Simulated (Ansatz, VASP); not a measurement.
SiO2 in VASP and in Ansatz

```
Si O
1.0
     4.41506    0.00000    0.00000
     0.00000    4.41506    0.00000
     0.00000    0.00000    2.35720
Si O
2 4
Direct
  0.50000 0.50000 0.50000
  0.00000 0.00000 0.00000
  0.69443 0.69443 0.00000
  0.19443 0.80557 0.50000
  0.30557 0.30557 0.00000
  0.80557 0.19443 0.50000
```

Alike in both runs: task single point; functional LDA; k mesh 6 × 6 × 10; occupations gaussian, width 0.05 eV; no spin polarisation.

|  | VASP | Ansatz |
| --- | --- | --- |
| version | VASP 6.6.1 | Ansatz 0.2.0 |
| potentials or method | VASP PAW LDA potentials, release 64 (Si, O), cutoff 520 eV | scalar-relativistic, plane waves, PAW |
| valence electrons in the cell | 32 | 32 |

|  | VASP | Ansatz | Ansatz less VASP |
| --- | --- | --- | --- |
| gap on the k mesh at the Fermi level (eV) | 5.67 | 5.70 | +0.030 |
| least direct gap on the mesh (eV) | 5.67 | 5.70 | +0.030 |
| pressure (GPa) | 17.3 | 16.0 | -1.28 |
| traceless stress, the component that is largest in VASP (GPa) | 74.52 | 73.32 | -1.206 |
| rms of the force components (eV/Å) | 0.504 | 0.557 | +0.0537 |

Ansatz warns that its potentials were made for another functional, while VASP's fit it. LDA's correlation is that of Perdew and Zunger in VASP and of Perdew and Wang (1992) in Ansatz. Atom by atom the forces differ by 0.054 eV/Å (rms over components).
